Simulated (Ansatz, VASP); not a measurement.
# KLaMg6 in VASP and in Ansatz

Contents of INCAR:

```
SYSTEM = KLaMg6
ALGO = Normal
EDIFF = 1E-7
ENCUT = 520
GGA = PS
ISIF = 2
ISMEAR = 0
LASPH = .True.
LCHARG = .False.
LREAL = .False.
LWAVE = .False.
NBANDS = 44
NELM = 80
PREC = Accurate
SIGMA = 0.1
```

KPOINTS

```
k-points
0
Gamma
  5 5 5
  0 0 0
```

The input POSCAR:

```
KLaMg6
1.0
    5.4210190000      0.0000000000      0.0000000000
    0.0000000000      3.5288290000      6.0173470000
    0.0000000000     -3.5288290000      6.0173470000
La K Mg
1 1 6
Direct
    0.0000000000      0.1594490000      0.1594490000
    0.5000000000      0.3500510000      0.3500510000
    0.0000000000      0.6484000000      0.6484000000
    0.0000000000      0.1421230000      0.6919650000
    0.0000000000      0.6919650000      0.1421230000
    0.5000000000      0.8343690000      0.8343690000
    0.5000000000      0.3385030000      0.8351550000
    0.5000000000      0.8351550000      0.3385030000
```

Contents of input.yaml:

```yaml
crystal:
  lattice:
    - [5.421019, 0.0, 0.0]
    - [0.0, 3.528829, 6.017347]
    - [0.0, -3.528829, 6.017347]
  atoms:
    - { symbol: La, position: [0.0, 0.159449, 0.159449] }
    - { symbol: K, position: [0.5, 0.350051, 0.350051] }
    - { symbol: Mg, position: [0.0, 0.6484, 0.6484] }
    - { symbol: Mg, position: [0.0, 0.142123, 0.691965] }
    - { symbol: Mg, position: [0.0, 0.691965, 0.142123] }
    - { symbol: Mg, position: [0.5, 0.834369, 0.834369] }
    - { symbol: Mg, position: [0.5, 0.338503, 0.835155] }
    - { symbol: Mg, position: [0.5, 0.835155, 0.338503] }
hamiltonian:
  xc: pbesol
  pseudopotentials: { kind: paw }
kpoints:
  mp_grid: { grid: [5, 5, 5] }
scf:
  occupations: { method: gaussian, width: 0.1 }
output:
  forces: true
  stress: true
  eigenvalues: true
  write_density: true
  write_potential: true
  elf: true
  volumetric_format: npy
```

Alike in both runs: task single point; functional PBEsol; k mesh 5 × 5 × 5; occupations gaussian, width 0.1 eV; no spin polarisation.

```csv
,VASP,Ansatz
version,VASP 6.6.1,Ansatz 0.2.0
potentials or method,"VASP PAW PBE potentials, release 64 (La, K_sv, Mg_pv)",Ansatz PAW
plane-wave cutoff (eV),520,420
valence electrons in the cell,68,80
```

```tsv
	VASP	Ansatz	Ansatz less VASP
gap on the k mesh at the Fermi level (eV)	none	none	-
pressure (GPa)	-0.9	-0.8	+0.09
traceless stress, the component that is largest in VASP (GPa)	0.15	0.16	+0.007
rms of the force components (eV/Å)	0.029	0.028	-0.0007
```

VASP's potentials were made for PBE, not for PBEsol. Atom by atom the forces differ by 0.001 eV/Å (rms over components). A gap of «none» marks a metal or a gap that the smearing closes. VASP's potentials hold 68 valence electrons a cell and Ansatz's 80, so a difference there can come from the potentials and not from the codes.

Spin-orbit coupling is off throughout.
